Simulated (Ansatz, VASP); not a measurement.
# ScCu in VASP and in Ansatz

```
Sc Cu
1.0
     3.27756    0.00000    0.00000
     0.00000    3.27756    0.00000
     0.00000    0.00000    3.27756
Sc Cu
1 1
Direct
  0.50000 0.50000 0.50000
  0.00000 0.00000 0.00000
```

Change from the starting cell: volume scaled by 1.02.

Alike in both runs: task single point; functional LDA; k mesh 11 × 11 × 11; occupations fermi-dirac, width 0.05 eV; no spin polarisation.

|  | VASP | Ansatz |
| --- | --- | --- |
| version | VASP 6.6.1 | Ansatz 0.2.0 |
| potentials or method | VASP PAW LDA potentials, release 64 (Sc_sv, Cu), cutoff 520 eV | all-electron LAPW, scalar-relativistic |

VASP gave:

```
pressure (GPa) : -8.4
```

Problem. Which values does Ansatz return?

Solution. Pressure (GPa): -9.0.

LDA's correlation is that of Perdew and Zunger in VASP and of Perdew and Wang (1992) in Ansatz. Ansatz ran all-electron here, and VASP with PAW potentials.
